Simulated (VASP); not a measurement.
# ZrB (Fm-3m) in VASP: settings compared

The runs below take ZrB through single point, with PBE+D3(BJ), r2SCAN+rVV10, r2SCAN.

Program: VASP 6.6.1. These are calculated values, not measurements. Logs are shortened: lines on timing, memory, paths and dates and some standing lists are left out, and cuts for length are marked.

## (1) The cell of the first run

The structure is cubic, space group Fm-3m (No. 225). The conventional cell has a = 4.925 Å, b = 4.925 Å, c = 4.925 Å, α = 90.00°, β = 90.00°, γ = 90.00°. Zr (site symmetry m-3m) has 6 B at 2.46 Å within 3.3 Å. Within 3.3 Å of B (site symmetry m-3m) lie 6 Zr at 2.46 Å.

## (2) Single point, PBE+D3(BJ) (volume scaled by 1.04)

File INCAR:

```
SYSTEM = ZrB
PREC = Accurate ; ENCUT = 500
EDIFF = 1E-6 ; ISMEAR = 0
SIGMA = 0.05 ; LREAL = .FALSE.
LASPH = .TRUE. ; NELM = 120
ALGO = Normal ; ISIF = 2
LWAVE = .FALSE. ; LCHARG = .FALSE.
GGA = PE ; IVDW = 12
NBANDS = 14 ; GGA_COMPAT = .FALSE.
```

File KPOINTS:

```
regular mesh
0
G
  8 8 8
  0 0 0
```

File POSCAR:

```
ZrB
1.0
    0.0000000000      2.4625482881      2.4625482881
    2.4625482881      0.0000000000      2.4625482881
    2.4625482881      2.4625482881      0.0000000000
Zr B
1 1
Direct
    0.5000000000      0.5000000000      0.5000000000
    0.0000000000      0.0000000000      0.0000000000
```

Potentials or basis: VASP PAW PBE potentials, release 64 (Zr_sv, B).

Started as:

```
cat potpaw_PBE.64/Zr_sv/POTCAR potpaw_PBE.64/B/POTCAR > POTCAR
mpirun -np 1 vasp_std > vasp.out
```

OUTCAR:

```text
SYSTEM = ZrB
   PREC = Accurate
   ENCUT = 500
   EDIFF = 1E-6
   ISMEAR = 0
   LREAL = .FALSE.
   LASPH = .TRUE.
   NELM = 120
   ISIF = 2
   GGA = PE
   IVDW = 12
 IVDW          = 12

 ion  position               nearest neighbor table
   1  0.500  0.500  0.500-   2 2.46   2 2.46   2 2.46   2 2.46   2 2.46   2 2.46
   2  0.000  0.000  0.000-   1 2.46   1 2.46   1 2.46   1 2.46   1 2.46   1 2.46

  LATTYP: Found a face centered cubic cell.
 ALAT       =     4.9250965762

  Lattice vectors:

 A1 = (   0.0000000000,   2.4625482881,   2.4625482881)
 A2 = (   2.4625482881,   0.0000000000,   2.4625482881)
 A3 = (   2.4625482881,   2.4625482881,   0.0000000000)

Analysis of symmetry for initial positions (statically):
=====================================================================
 Subroutine PRICEL returns:
 Original cell was already a primitive cell.

 Routine SETGRP: Setting up the symmetry group for a
 face centered cubic supercell.

 Subroutine GETGRP returns: Found 48 space group operations
[... 9 lines left out ...]

 Routine SETGRP: Setting up the symmetry group for a
 face centered cubic supercell.

 Subroutine GETGRP returns: Found 48 space group operations
[... 11 lines left out ...]
                                     Primitive cell

  volume of cell :      29.8665

  direct lattice vectors                    reciprocal lattice vectors
     0.000000000  2.462548288  2.462548288    -0.203041704  0.203041704  0.203041704
     2.462548288  0.000000000  2.462548288     0.203041704 -0.203041704  0.203041704
     2.462548288  2.462548288  0.000000000     0.203041704  0.203041704 -0.203041704

  length of vectors
     3.482569187  3.482569187  3.482569187     0.351678547  0.351678547  0.351678547

  position of ions in fractional coordinates (direct lattice)
     0.500000000  0.500000000  0.500000000
     0.000000000  0.000000000  0.000000000

  ion indices of the primitive-cell ions
   primitive index   ion index
                 1           1
                 2           2

----------------------------------------------------------------------------------------

 KPOINTS: regular mesh

Automatic generation of k-mesh.
 Grid dimensions read from file:
 generate k-points for:    8    8    8

 Generating k-lattice:

  Cartesian coordinates                     Fractional coordinates (reciprocal lattice)
    -0.025380213  0.025380213  0.025380213     0.125000000  0.000000000  0.000000000
     0.025380213 -0.025380213  0.025380213     0.000000000  0.125000000  0.000000000
     0.025380213  0.025380213 -0.025380213     0.000000000  0.000000000  0.125000000

  Length of vectors
     0.043959818  0.043959818  0.043959818

  Shift w.r.t. Gamma in fractional coordinates (k-lattice)
     0.000000000  0.000000000  0.000000000

 Subroutine IBZKPT returns following result:
 ===========================================

 Found     29 irreducible k-points:

 Following reciprocal coordinates:
            Coordinates               Weight
  0.000000  0.000000  0.000000      1.000000
  0.125000  0.000000  0.000000      8.000000
  0.250000  0.000000  0.000000      8.000000
  0.375000  0.000000  0.000000      8.000000
  0.500000  0.000000  0.000000      4.000000
  0.125000  0.125000  0.000000      6.000000
[... 16 lines left out ...]
  0.500000  0.250000  0.125000     48.000000
 -0.375000  0.250000  0.125000     24.000000
 [... further k-points ...]
   k-points           NKPTS =     29   k-points in BZ     NKDIM =     29   number of bands    NBANDS=     14
   number of dos      NEDOS =    301   number of ions     NIONS =      2
   total plane-waves  NPLWV =  21952
   dimension x,y,z NGX =    28 NGY =   28 NGZ =   28
   dimension x,y,z NGXF=    56 NGYF=   56 NGZF=   56
   ions per type =               1   1
   NGX,Y,Z   is equivalent  to a cutoff of  13.37, 13.37, 13.37 a.u.
   NGXF,Y,Z  is equivalent  to a cutoff of  26.73, 26.73, 26.73 a.u.
 SYSTEM =  ZrB
   PREC   = accura    normal or accurate (medium, high low for compatibility)
   ISTART =      0    job   : 0-new  1-cont  2-samecut
   ICHARG =      2    charge: 1-file 2-atom 10-const
   ISPIN  =      1    spin polarized calculation?
   LNONCOLLINEAR =      F non collinear calculations
   LSORBIT =      F    spin-orbit coupling
   LASPH  =      T    aspherical Exc in radial PAW
   ENCUT  =  500.0 eV  36.75 Ry    6.06 a.u.   6.35  6.35  6.35*2*pi/ulx,y,z
   NELM   =    120;   NELMIN=  2; NELMDL= -5     # of ELM steps
   EDIFF  = 0.1E-05   stopping-criterion for ELM
   LREAL  =      F    real-space projection
   EDIFFG = 0.1E-04   stopping-criterion for IOM
   NSW    =      0    number of steps for IOM
   IBRION =     -1    ionic relax: 0-MD 1-quasi-New 2-CG
[... 8 lines left out ...]
   EMIN   =  10.00;   EMAX   =-10.00  energy-range for DOS
   EFERMI =   0.00;   METHOD = LEGACY
   ISMEAR =     0;   SIGMA  =   0.05  broadening in eV -4-tet -1-fermi 0-gaus
   EFERMI_NEDOS =   21; number of points for ismear=-14 and -15
   IALGO  =     38    algorithm
   IMIX   =      4    mixing-type and parameters
     AMIX     =   0.40;   BMIX     =  1.00
     AMIX_MAG =   1.60;   BMIX_MAG =  1.00
  volume/ion in A,a.u.               =      14.93       100.77
  Fermi-wavevector in a.u.,A,eV,Ry     =   1.301299  2.459099 23.039828  1.693380
  Thomas-Fermi vector in A             =   2.432442
   LORBIT       =      0    0 simple, 1 ext, 2 COOP (PROOUT), +10 PAW based schemes
   GGA     = PE    functional components
   LHFCALC =     F    Hartree Fock is set to
   AEXX    =    0.0000 exact exchange contribution
   IVDW    =    12    specifies the selected vdW correction
   LEPSILON=     F    determine dielectric tensor
   LRPA    =     F    only Hartree local field effects (RPA)
 non-spin polarized calculation
 Gauss-broadening in eV      SIGMA  =   0.05
  energy-cutoff  :      500.00
  volume of cell :       29.87
 maximum number of plane-waves:       775
 NGX is ok and might be reduce to    28
   NGX = 13   NGY = 13   NGZ = 13

 number of electron      15.0000000 magnetization

 Free energy of the ion-electron system (eV)
  ---------------------------------------------------
  ext. energy  EPLUGINS =         0.00000000
  ---------------------------------------------------
  free energy    TOTEN  =       -15.99704670 eV

  energy without entropy =      -15.99581117  energy(sigma->0) =      -15.99642894

 E-fermi :   7.3611     XC(G=0): -11.4155

 val. band max:        7.3030437286   @ k =   0.5000   0.2500   0.0000
 cond. band min:       7.3999003290   @ k =   0.3750   0.2500   0.1250
 fundamental gap:      0.0968566005
 Fermi energy:         7.3610940795

 k-point     1 :       0.0000    0.0000    0.0000
  band No.  band energies     occupation
      1     -40.2098      2.00000
      2     -18.0393      2.00000
      3     -18.0393      2.00000
      4     -18.0393      2.00000
      5      -0.6726      2.00000
      6       9.0617      0.00000
      7       9.0617      0.00000
      8       9.0617      0.00000
      9      10.4274      0.00000
     10      10.4274      0.00000
     11      10.7367      0.00000
     12      10.7367      0.00000
     13      10.7367      0.00000
     14      18.1577      0.00000

 k-point     2 :       0.1250    0.0000    0.0000
  band No.  band energies     occupation
      1     -40.2019      2.00000
      2     -18.1178      2.00000
      3     -18.0474      2.00000
      4     -18.0474      2.00000
      5      -0.3352      2.00000
      6       8.1013      0.00000
      7       8.5399      0.00000
      8       8.5399      0.00000
      9       9.6346      0.00000
     10       9.6346      0.00000
     11      11.0998      0.00000
     12      12.7267      0.00000
     13      12.7267      0.00000
     14      18.5960      0.00000

 k-point     3 :       0.2500    0.0000    0.0000
  band No.  band energies     occupation
      1     -40.1827      2.00000
      2     -18.3023      2.00000
      3     -18.0667      2.00000
      4     -18.0667      2.00000
      5       0.5879      2.00000
      6       6.4798      2.00000
      7       7.2844      1.97000
      8       7.2844      1.97000
      9      10.3940      0.00000
     10      10.3940      0.00000
     11      11.5578      0.00000
     12      15.0980      0.00000
     13      15.0980      0.00000
     14      18.5035      0.00000

 k-point     4 :       0.3750    0.0000    0.0000
  band No.  band energies     occupation
      1     -40.1634      2.00000
      2     -18.4805      2.00000
      3     -18.0859      2.00000
      4     -18.0859      2.00000
      5       1.8762      2.00000
      6       4.8796      2.00000
      7       6.4734      2.00000
      8       6.4734      2.00000
      9      11.4762      0.00000
     10      11.4762      0.00000
     11      12.3438      0.00000
     12      16.4272      0.00000
     13      17.2957      0.00000
     14      17.2957      0.00000

 k-point     5 :       0.5000    0.0000    0.0000
  band No.  band energies     occupation
      1     -40.1554      2.00000
      2     -18.5526      2.00000
      3     -18.0938      2.00000
      4     -18.0938      2.00000
      5       3.1218      2.00000
      6       3.5663      2.00000
      7       6.1984      2.00000
      8       6.1984      2.00000
      9      12.0708      0.00000
     10      12.0708      0.00000
     11      13.3183      0.00000
[... 276 lines left out ...]
 k-point    22 :       0.3750    0.2500    0.1250
  band No.  band energies     occupation
      1     -40.1683      2.00000
      2     -18.3402      2.00000
      3     -18.1646      2.00000
      4     -18.0961      2.00000
      5       1.1586      2.00000
      6       5.6666      2.00000
      7       6.9465      2.00000
      8       7.3999      0.27238
      9       9.6851      0.00000
     10      11.7589      0.00000
     11      12.9125      0.00000
     12      13.5576      0.00000
     13      16.6592      0.00000
     14      19.2988      0.00000

 k-point    23 :       0.5000    0.2500    0.1250
  band No.  band energies     occupation
      1     -40.1528      2.00000
      2     -18.4365      2.00000
      3     -18.2160      2.00000
      4     -18.1229      2.00000
      5       2.0240      2.00000
      6       4.9432      2.00000
      7       6.4374      2.00000
      8       6.8721      2.00000
      9      10.5587      0.00000
     10      12.3253      0.00000
     11      13.0248      0.00000
     12      14.6906      0.00000
     13      16.9174      0.00000
     14      18.7708      0.00000

 k-point    24 :      -0.3750    0.2500    0.1250
  band No.  band energies     occupation
      1     -40.1463      2.00000
      2     -18.4783      2.00000
      3     -18.2299      2.00000
      4     -18.1387      2.00000
      5       2.4975      2.00000
      6       4.5272      2.00000
      7       6.3244      2.00000
      8       6.6857      2.00000
      9      11.5773      0.00000
     10      11.6544      0.00000
     11      12.9687      0.00000
     12      16.2372      0.00000
     13      16.3458      0.00000
     14      17.8306      0.00000

 [... further k-points ...]

------------------------ aborting loop because EDIFF is reached ----------------------------------------

 Edisp (eV)   -0.75322

 E8    (eV) :    -0.3513

  FORCE on cell =-STRESS in cart. coord.  units (eV):
  Direction    XX          YY          ZZ          XY          YZ          ZX
  --------------------------------------------------------------------------------------
  -------------------------------------------------------------------------------------
  Total      -1.11855    -1.11855    -1.11855     0.00000     0.00000     0.00000
  in kB     -60.00438   -60.00438   -60.00438     0.00000     0.00000     0.00000
  external pressure =      -60.00 kB  Pullay stress =        0.00 kB

 VOLUME and BASIS-vectors are now :
 -----------------------------------------------------------------------------
  energy-cutoff  :      500.00
  volume of cell :       29.87
      direct lattice vectors                 reciprocal lattice vectors
     0.000000000  2.462548288  2.462548288    -0.203041704  0.203041704  0.203041704
     2.462548288  0.000000000  2.462548288     0.203041704 -0.203041704  0.203041704
     2.462548288  2.462548288  0.000000000     0.203041704  0.203041704 -0.203041704

 POSITION                                       TOTAL-FORCE (eV/Angst)
 -----------------------------------------------------------------------------------
      2.46255      2.46255      2.46255        -0.000000     -0.000000     -0.000000
      0.00000      0.00000      0.00000         0.000000      0.000000      0.000000
 -----------------------------------------------------------------------------------
    total drift:                                0.000000      0.000000      0.000000

  FREE ENERGIE OF THE ION-ELECTRON SYSTEM (eV)
  ---------------------------------------------------
  free  energy   TOTEN  =       -16.7502656895 eV

  energy  without entropy=      -16.7490301629  energy(sigma->0) =      -16.74964793
```

Wall time 11 s (1 thread of Intel Xeon Platinum 8488C (Sapphire Rapids), shared host); peak memory 0.17 GiB.

What came out:

| Quantity | Value |
| --- | --- |
| Free energy | -16.7503 eV |
| Pressure | -6.0 GPa |
| Dispersion energy per atom | -0.377 eV |

Levels at points of the mesh, in eV from the Fermi level:
| k point | band 6 | band 7 | band 8 | band 9 | band 10 | band 11 |
| --- | --- | --- | --- | --- | --- | --- |
| (0.00, 0.00, 0.00) | 1.70 | 1.70 | 1.70 | 3.07 | 3.07 | 3.38 |
| (0.50, 0.00, 0.00) | -3.79 | -1.16 | -1.16 | 4.71 | 4.71 | 5.96 |
| (0.50, 0.50, 0.00) | -0.84 | -0.77 | 1.99 | 1.99 | 4.45 | 5.60 |

Caveat: the cell differs from its parent crystal (volume scaled by 1.04); pairwise dispersion overbinds metals, which lowers pressure and volume.

## (3) Single point, r2SCAN+rVV10

This run uses another cell than the first one, of 12.57 Å³/atom, 0.842 times its volume.

File POSCAR:

```
ZrB
1.0
    0.0000000000      2.3250013489      2.3250013489
    2.3250013489      0.0000000000      2.3250013489
    2.3250013489      2.3250013489      0.0000000000
Zr B
1 1
Direct
    0.5000000000      0.5000000000      0.5000000000
    0.0000000000      0.0000000000      0.0000000000
```

File INCAR.step1:

```
SYSTEM = ZrB
ALGO = Normal ; EDIFF = 1E-5
ENCUT = 550 ; GGA = PE
GGA_COMPAT = .FALSE. ; ISMEAR = 0
LASPH = .TRUE. ; LCHARG = .FALSE.
LREAL = .FALSE. ; LWAVE = .TRUE.
NBANDS = 14 ; NELM = 120
PREC = Accurate ; SIGMA = 0.05
```

File INCAR.step2:

```
SYSTEM = ZrB
ALGO = Normal ; BPARAM = 11.95
CPARAM = 0.0093 ; EDIFF = 1E-6
ENCUT = 550 ; GGA_COMPAT = .FALSE.
ISIF = 2 ; ISMEAR = 0
ISTART = 1 ; IVDW_NL = 2
LASPH = .TRUE. ; LCHARG = .FALSE.
LMIXTAU = .TRUE. ; LREAL = .FALSE.
LUSE_VDW = .TRUE. ; LWAVE = .FALSE.
METAGGA = R2SCAN ; NBANDS = 14
NELM = 120 ; PREC = Accurate
SIGMA = 0.05
```

File KPOINTS:

```
k-points
0
G
  8 8 8
  0 0 0
```

Potentials or basis: VASP PAW PBE potentials, release 64 (Zr_sv, B).

Started as:

```
cat potpaw_PBE.64/Zr_sv/POTCAR potpaw_PBE.64/B/POTCAR > POTCAR
cp INCAR.step1 INCAR
mpirun -np 1 vasp_std > vasp.out
cp INCAR.step2 INCAR
mpirun -np 1 vasp_std > vasp.out
```

Run time: 83 s. Hardware: 1 thread of Intel Xeon Platinum 8488C (Sapphire Rapids), shared host; peak memory 0.26 GiB.

It converged, with:

```yaml
Free_energy: -30.3225 eV
Pressure: 36.1 GPa
```

Levels at points of the mesh, in eV from the Fermi level:
| k point | band 5 | band 6 | band 7 | band 8 | band 9 | band 10 | band 11 | band 12 |
| --- | --- | --- | --- | --- | --- | --- | --- | --- |
| (0.00, 0.00, 0.00) | -8.96 | 2.14 | 2.14 | 2.14 | 3.84 | 3.84 | 3.98 | 3.98 |
| (0.50, 0.00, 0.00) | -4.44 | -4.07 | -1.53 | -1.53 | 6.14 | 6.14 | 7.84 | 8.54 |
| (0.50, 0.50, 0.00) | -7.06 | -1.13 | -0.46 | 2.62 | 2.62 | 5.66 | 7.35 | 7.35 |

Caveat: the PAW data sets were made with another functional, which shifts forces and pressure a little.

(Continued in part 2 of 2.)
